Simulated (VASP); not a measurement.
# Zr (P6_3/mmc) in VASP: further runs

Zr is run at these levels: PBE; tasks: electric field gradients.

All numbers are computed with VASP 6.6.1; they aren't measurements. Logs are shortened: lines on timing, memory, paths and dates and some standing lists are left out, and cuts for length are marked.

## (1) The cell of the first run

It takes space group P6_3/mmc (No. 194, hexagonal). Conventional cell: a = 3.232 Å, b = 3.232 Å, c = 5.096 Å, α = 90.00°, β = 90.00°, γ = 120.00°. Within 4.2 Å of Zr (site symmetry -6m2) lie 12 Zr at 3.16 to 3.23 Å.

## (2) Electric field gradients, PBE (zz strain of -1 %)

Contents of INCAR:

```
PREC = Accurate
ENCUT = 520
EDIFF = 1E-8
ISMEAR = -1
SIGMA = 0.08
LREAL = F
LASPH = T
NELM = 60
ALGO = Normal
ISIF = 2
LWAVE = F
LCHARG = F
GGA = PE
LEFG = T
NBANDS = 19
```

Contents of KPOINTS:

```
regular mesh
0
Gamma
  13 13 7
```

Contents of POSCAR:

```
Zr
1.0
    3.2319982225      0.0000000000      0.0000000000
   -1.6159991112      2.7989925656      0.0000000000
    0.0000000000      0.0000000000      5.0955300000
Zr
2
Direct
    0.3333333333      0.6666666667      0.2500000000
    0.6666666667      0.3333333333      0.7500000000
```

Potentials or basis: VASP PAW PBE potentials, release 64 (Zr_sv).

Started as:

```
> cat potpaw_PBE.64/Zr_sv/POTCAR > POTCAR
> mpirun -np 1 vasp_std > vasp.out
```

OUTCAR:

```text
PREC = Accurate
   ENCUT = 520
   EDIFF = 1E-8
   ISMEAR = -1
   LREAL = F
   LASPH = T
   NELM = 60
   ISIF = 2
   GGA = PE

 ion  position               nearest neighbor table
   1  0.333  0.667  0.250-   2 3.16   2 3.16   2 3.16   2 3.16   2 3.16   2 3.16
   2  0.667  0.333  0.750-   1 3.16   1 3.16   1 3.16   1 3.16   1 3.16   1 3.16

  LATTYP: Found a hexagonal cell.
 ALAT       =     3.2319982225
 C/A-ratio  =     1.5765881195

  Lattice vectors:

 A1 = (   3.2319982225,   0.0000000000,   0.0000000000)
 A2 = (  -1.6159991112,   2.7989925656,   0.0000000000)
 A3 = (   0.0000000000,   0.0000000000,   5.0955300000)

Analysis of symmetry for initial positions (statically):
=====================================================================
 Subroutine PRICEL returns:
 Original cell was already a primitive cell.

 Routine SETGRP: Setting up the symmetry group for a
 hexagonal supercell.

 Subroutine GETGRP returns: Found 24 space group operations
 (whereof 12 operations were pure point group operations)
 out of a pool of 24 trial point group operations.

The static configuration has the point symmetry D_3d.
 The point group associated with its full space group is D_6h.

Analysis of symmetry for dynamics (positions and initial velocities):
=====================================================================
 Subroutine PRICEL returns:
 Original cell was already a primitive cell.

 Routine SETGRP: Setting up the symmetry group for a
 hexagonal supercell.

 Subroutine GETGRP returns: Found 24 space group operations
 (whereof 12 operations were pure point group operations)
 out of a pool of 24 trial point group operations.

The dynamic configuration has the point symmetry D_3d.
 The point group associated with its full space group is D_6h.

 Subroutine INISYM returns: Found 24 space group operations
 (whereof 12 operations are pure point group operations),
 and found     1 'primitive' translations

----------------------------------------------------------------------------------------

                                     Primitive cell

  volume of cell :      46.0959

  direct lattice vectors                    reciprocal lattice vectors
     3.231998223  0.000000000  0.000000000     0.309406111  0.178635701  0.000000000
    -1.615999111  2.798992566  0.000000000     0.000000000  0.357271403  0.000000000
     0.000000000  0.000000000  5.095530000     0.000000000  0.000000000  0.196250439

  length of vectors
     3.231998223  3.231998222  5.095530000     0.357271403  0.357271403  0.196250439

  position of ions in fractional coordinates (direct lattice)
     0.333333333  0.666666667  0.250000000
     0.666666667  0.333333333  0.750000000

  ion indices of the primitive-cell ions
   primitive index   ion index
                 1           1
                 2           2

----------------------------------------------------------------------------------------

 KPOINTS: regular mesh

Automatic generation of k-mesh.
 Grid dimensions read from file:
 generate k-points for:   13   13    7

 Generating k-lattice:

  Cartesian coordinates                     Fractional coordinates (reciprocal lattice)
     0.023800470  0.013741208  0.000000000     0.076923077  0.000000000  0.000000000
     0.000000000  0.027482416  0.000000000     0.000000000  0.076923077  0.000000000
     0.000000000  0.000000000  0.028035777     0.000000000  0.000000000  0.142857143

  Length of vectors
     0.027482416  0.027482416  0.028035777

  Shift w.r.t. Gamma in fractional coordinates (k-lattice)
     0.000000000  0.000000000  0.000000000

 Subroutine IBZKPT returns following result:
 ===========================================

 Found     84 irreducible k-points:

 Following reciprocal coordinates:
            Coordinates               Weight
  0.000000  0.000000  0.000000      1.000000
  0.076923  0.000000  0.000000      6.000000
  0.153846  0.000000  0.000000      6.000000
  0.230769  0.000000  0.000000      6.000000
  0.307692  0.000000  0.000000      6.000000
  0.384615  0.000000  0.000000      6.000000
[... 16 lines left out ...]
  0.076923  0.000000  0.142857     12.000000
  0.153846  0.000000  0.142857     12.000000
 [... further k-points ...]
   k-points           NKPTS =     84   k-points in BZ     NKDIM =     84   number of bands    NBANDS=     19
   number of dos      NEDOS =    301   number of ions     NIONS =      2
   total plane-waves  NPLWV =  23040
   dimension x,y,z NGX =    24 NGY =   24 NGZ =   40
   dimension x,y,z NGXF=    48 NGYF=   48 NGZF=   80
   ions per type =               2
   NGX,Y,Z   is equivalent  to a cutoff of  12.35, 12.35, 13.05 a.u.
   NGXF,Y,Z  is equivalent  to a cutoff of  24.69, 24.69, 26.10 a.u.
 SYSTEM =  unknown system
   PREC   = accura    normal or accurate (medium, high low for compatibility)
   ISTART =      0    job   : 0-new  1-cont  2-samecut
   ICHARG =      2    charge: 1-file 2-atom 10-const
   ISPIN  =      1    spin polarized calculation?
   LNONCOLLINEAR =      F non collinear calculations
   LSORBIT =      F    spin-orbit coupling
   LASPH  =      T    aspherical Exc in radial PAW
   ENCUT  =  520.0 eV  38.22 Ry    6.18 a.u.   6.01  6.01  9.47*2*pi/ulx,y,z
   NELM   =     60;   NELMIN=  2; NELMDL= -5     # of ELM steps
   EDIFF  = 0.1E-07   stopping-criterion for ELM
   LREAL  =      F    real-space projection
   EDIFFG = 0.1E-06   stopping-criterion for IOM
   NSW    =      0    number of steps for IOM
   IBRION =     -1    ionic relax: 0-MD 1-quasi-New 2-CG
   NFREE  =      0    steps in history (QN), initial steepest desc. (CG)
   ISIF   =      2    stress and relaxation
   ISYM   =      2    0-nonsym 1-usesym 2-fastsym
   POTIM  = 0.5000    time-step for ionic-motion
   TEBEG  =    0.0;   TEEND  =   0.0 temperature during run
   PSTRESS=    0.0 pullay stress
   NELECT =      24.0000    total number of electrons
   NUPDOWN=      -1.0000    fix difference up-down
   EMIN   =  10.00;   EMAX   =-10.00  energy-range for DOS
   EFERMI =   0.00;   METHOD = LEGACY
   ISMEAR =    -1;   SIGMA  =   0.08  broadening in eV -4-tet -1-fermi 0-gaus
   EFERMI_NEDOS =   21; number of points for ismear=-14 and -15
   IALGO  =     38    algorithm
   IMIX   =      4    mixing-type and parameters
     AMIX     =   0.40;   BMIX     =  1.00
     AMIX_MAG =   1.60;   BMIX_MAG =  1.00
  volume/ion in A,a.u.               =      23.05       155.54
  Fermi-wavevector in a.u.,A,eV,Ry     =   1.317016  2.488800 23.599742  1.734532
  Thomas-Fermi vector in A             =   2.447087
   LORBIT       =      0    0 simple, 1 ext, 2 COOP (PROOUT), +10 PAW based schemes
   GGA     = PE    functional components
[... 5 lines left out ...]
 non-spin polarized calculation
  energy-cutoff  :      520.00
  volume of cell :       46.10
 maximum number of plane-waves:      1259
   NGX = 13   NGY = 13   NGZ = 19

 number of electron      24.0000000 magnetization

 Free energy of the ion-electron system (eV)
  ---------------------------------------------------
  ext. energy  EPLUGINS =         0.00000000
  ---------------------------------------------------
  free energy    TOTEN  =       -17.05594503 eV

  energy without entropy =      -17.01140468  energy(sigma->0) =      -17.03367486

 E-fermi :   9.1039     XC(G=0): -11.1274

 val. band max:        9.0905019725   @ k =   0.3846   0.2308   0.2857
 cond. band min:       9.1101198431   @ k =   0.0769   0.0000   0.2857
 fundamental gap:      0.0196178706
 Fermi energy:         9.1039471826

 k-point     1 :       0.0000    0.0000    0.0000
  band No.  band energies     occupation
      1     -39.7131      2.00000
      2     -39.5458      2.00000
      3     -18.2635      2.00000
      4     -17.3695      2.00000
      5     -17.3695      2.00000
      6     -17.2159      2.00000
[... 11 lines left out ...]
     18      11.1910      0.00000
     19      13.5750      0.00000

 k-point     2 :       0.0769    0.0000    0.0000
  band No.  band energies     occupation
      1     -39.7062      2.00000
      2     -39.5432      2.00000
      3     -18.2448      2.00000
      4     -17.4095      2.00000
      5     -17.3830      2.00000
      6     -17.2577      2.00000
[... 476 lines left out ...]
 k-point    24 :       0.1538    0.0000    0.1429
  band No.  band energies     occupation
      1     -39.6794      2.00000
      2     -39.5438      2.00000
      3     -18.1522      2.00000
      4     -17.5081      2.00000
      5     -17.4116      2.00000
      6     -17.4101      2.00000
[... 11 lines left out ...]
     18      11.4362      0.00000
     19      13.9188      0.00000

 [... further k-points ...]
[... 5 lines left out ...]
  --------------------------------------------------------------------------------------
  -------------------------------------------------------------------------------------
  Total        0.2767781      0.2767781      0.7642041      0.0000000      0.0000000      0.0000000
  in kB        9.6201119      9.6201119     26.5618149      0.0000000      0.0000000      0.0000000
  external PRESSURE =      15.2673463 kB  Pullay stress =       0.0000000 kB

 VOLUME and BASIS-vectors are now :
 -----------------------------------------------------------------------------
  energy-cutoff  :      520.00
  volume of cell :       46.10
      direct lattice vectors                 reciprocal lattice vectors
     3.231998223  0.000000000  0.000000000     0.309406111  0.178635701  0.000000000
    -1.615999111  2.798992566  0.000000000     0.000000000  0.357271403  0.000000000
     0.000000000  0.000000000  5.095530000     0.000000000  0.000000000  0.196250439

 POSITION                                       TOTAL-FORCE (eV/Angst)
 -----------------------------------------------------------------------------------
     -0.00000      1.86600      1.27388         0.000000     -0.000000      0.000000
      1.61600      0.93300      3.82165        -0.000000      0.000000      0.000000
 -----------------------------------------------------------------------------------
    total drift:                               -0.000000      0.000000     -0.000000

  FREE ENERGIE OF THE ION-ELECTRON SYSTEM (eV)
  ---------------------------------------------------
  free  energy   TOTEN  =       -17.0559450297 eV

  energy  without entropy=      -17.0114046836  energy(sigma->0) =      -17.03367486

 Electric field gradients (V/A^2)
---------------------------------------------------------------------
 ion       V_xx      V_yy      V_zz      V_xy      V_xz      V_yz
---------------------------------------------------------------------
   1     -23.998   -23.998    47.996     0.000     0.000    -0.000
   2     -23.998   -23.998    47.996     0.000    -0.000     0.000
---------------------------------------------------------------------

 Electric field gradients after diagonalization (V/A^2)
 (convention: |V_zz| > |V_xx| > |V_yy|)
----------------------------------------------------------------------
 ion       V_xx      V_yy      V_zz     asymmetry (V_yy - V_xx)/ V_zz
----------------------------------------------------------------------
   1     -23.998   -23.998    47.996       0.000
   2     -23.998   -23.998    47.996       0.000
----------------------------------------------------------------------

           NMR quadrupolar parameters

 Cq : quadrupolar parameter    Cq=e*Q*V_zz/h
 eta: asymmetry parameters     (V_yy - V_xx)/ V_zz
 Q  : nuclear electric quadrupole moment in mb (millibarn)
----------------------------------------------------------------------
 ion       Cq(MHz)       eta       Q (mb)
----------------------------------------------------------------------
   1       0.116       0.000       1.000
   2       0.116       0.000       1.000
----------------------------------------------------------------------
```

It took 59 s on 1 thread of Intel Xeon Platinum 8259CL at 2.50GHz (Skylake/Cascade Lake), shared host; peak memory 0.19 GiB.

What came out:

- Free energy: -17.0559 eV
- Pressure: 1.5 GPa
- Band gap on the k mesh: zero (band 12 reaches 10.04 eV, above the bottom of band 13 at 8.88 eV)

Electric field gradients, principal values (V/Å²):
```csv
atom,least,middle,greatest (by size)
1 Zr,-23.998,-23.998,47.996
2 Zr,-23.998,-23.998,47.996
```

Caveat: the cell differs from its parent crystal (zz strain of -1 %); without QUAD_EFG the Cq values of the log hold for a quadrupole moment of 1 mb, not for the nuclei.

## (3) Electric field gradients, PBE (zz strain of +1 %)

Contents of INCAR:

```
SYSTEM = Zr
PREC = Accurate ; ENCUT = 520
EDIFF = 1E-8 ; ISMEAR = -1
SIGMA = 0.08 ; LREAL = .FALSE.
LASPH = .TRUE. ; NELM = 80
ALGO = Normal ; ISIF = 2
LWAVE = .FALSE. ; LCHARG = .FALSE.
GGA = PE ; LEFG = .TRUE.
NBANDS = 19
```

Contents of KPOINTS:

```
Automatic mesh
0
G
  13 13 7
  0 0 0
```

POSCAR, as its differences from that of step 2:

```diff
@@ -4,3 +4,3 @@
    -1.6159991112      2.7989925656      0.0000000000
-    0.0000000000      0.0000000000      5.0955300000
+    0.0000000000      0.0000000000      5.1984700000
 Zr
```

Potentials or basis: VASP PAW PBE potentials, release 64 (Zr_sv).

Started as:

```
> cat potpaw_PBE.64/Zr_sv/POTCAR > POTCAR
> mpirun -np 1 vasp_std > vasp.out
```

OUTCAR:

```text
SYSTEM = Zr
   PREC = Accurate
   ENCUT = 520
   EDIFF = 1E-8
   ISMEAR = -1
   LREAL = .FALSE.
   LASPH = .TRUE.
   NELM = 80
   ISIF = 2
   GGA = PE

 ion  position               nearest neighbor table
   1  0.333  0.667  0.250-   2 3.20   2 3.20   2 3.20   2 3.20   2 3.20   2 3.20
   2  0.667  0.333  0.750-   1 3.20   1 3.20   1 3.20   1 3.20   1 3.20   1 3.20

  LATTYP: Found a hexagonal cell.
 ALAT       =     3.2319982225
 C/A-ratio  =     1.6084383846

  Lattice vectors:

 A1 = (   3.2319982225,   0.0000000000,   0.0000000000)
 A2 = (  -1.6159991112,   2.7989925656,   0.0000000000)
[... 742 lines left out ...]
  free  energy   TOTEN  =       -17.0619630250 eV

  energy  without entropy=      -17.0168984176  energy(sigma->0) =      -17.03943072

 Electric field gradients (V/A^2)
---------------------------------------------------------------------
 ion       V_xx      V_yy      V_zz      V_xy      V_xz      V_yz
---------------------------------------------------------------------
   1     -17.780   -17.780    35.559     0.000     0.000    -0.000
   2     -17.780   -17.780    35.559     0.000    -0.000     0.000
---------------------------------------------------------------------

 Electric field gradients after diagonalization (V/A^2)
 (convention: |V_zz| > |V_xx| > |V_yy|)
----------------------------------------------------------------------
 ion       V_xx      V_yy      V_zz     asymmetry (V_yy - V_xx)/ V_zz
----------------------------------------------------------------------
   1     -17.780   -17.780    35.559       0.000
   2     -17.780   -17.780    35.559       0.000
----------------------------------------------------------------------

           NMR quadrupolar parameters

 Cq : quadrupolar parameter    Cq=e*Q*V_zz/h
 eta: asymmetry parameters     (V_yy - V_xx)/ V_zz
 Q  : nuclear electric quadrupole moment in mb (millibarn)
----------------------------------------------------------------------
 ion       Cq(MHz)       eta       Q (mb)
----------------------------------------------------------------------
   1       0.086       0.000       1.000
   2       0.086       0.000       1.000
----------------------------------------------------------------------
```

OSZICAR:

```text
N       E                     dE             d eps       ncg     rms          rms(c)
DAV:   1     0.212615522755E+03    0.21262E+03   -0.13268E+04  3192   0.125E+03
DAV:   2    -0.201424471911E+01   -0.21463E+03   -0.21080E+03  3775   0.366E+02
DAV:   3    -0.174136736747E+02   -0.15399E+02   -0.15250E+02  5786   0.704E+01
DAV:   4    -0.177700722339E+02   -0.35640E+00   -0.35607E+00  3752   0.112E+01
DAV:   5    -0.177820465366E+02   -0.11974E-01   -0.11971E-01  4679   0.137E+00    0.140E+01
DAV:   6    -0.171747642810E+02    0.60728E+00   -0.94844E-01  3480   0.733E+00    0.549E+00
DAV:   7    -0.170558502037E+02    0.11891E+00   -0.59784E-01  4427   0.510E+00    0.112E+00
DAV:   8    -0.170618857223E+02   -0.60355E-02   -0.40211E-02  4202   0.146E+00    0.246E-01
DAV:   9    -0.170620075529E+02   -0.12183E-03   -0.14739E-03  4191   0.339E-01    0.321E-02
DAV:  10    -0.170619631166E+02    0.44436E-04   -0.37300E-05  4281   0.353E-02    0.236E-02
DAV:  11    -0.170619633250E+02   -0.20840E-06   -0.92786E-06  3543   0.331E-02    0.261E-03
DAV:  12    -0.170619634391E+02   -0.11412E-06   -0.43830E-07  4655   0.419E-03    0.257E-03
DAV:  13    -0.170619631037E+02    0.33542E-06   -0.41554E-08  3293   0.171E-03    0.845E-04
DAV:  14    -0.170619630325E+02    0.71183E-07   -0.70391E-09  2051   0.101E-03    0.228E-04
DAV:  15    -0.170619630250E+02    0.74992E-08   -0.11853E-09  1980   0.351E-04
   1 F= -.17061963E+02 E0= -.17039431E+02  d E =-.450646E-01
```

Wall time 60 s (1 thread of Intel Xeon Platinum 8259CL at 2.50GHz (Skylake/Cascade Lake), shared host); peak memory 0.19 GiB.

What came out:

```yaml
Free_energy: -17.0620 eV
Pressure: -0.5 GPa
Band_gap_on_the_k_mesh: zero (band 12 reaches 9.76 eV, above the bottom of band 13 at 8.65 eV)
```

Electric field gradients, principal values (V/Å²):
| atom | least | middle | greatest (by size) |
| --- | --- | --- | --- |
| 1 Zr | -17.780 | -17.780 | 35.559 |
| 2 Zr | -17.780 | -17.780 | 35.559 |

Caveat: the cell differs from its parent crystal (zz strain of +1 %); without QUAD_EFG the Cq values of the log hold for a quadrupole moment of 1 mb, not for the nuclei.

(Continued in part 2 of 2.)
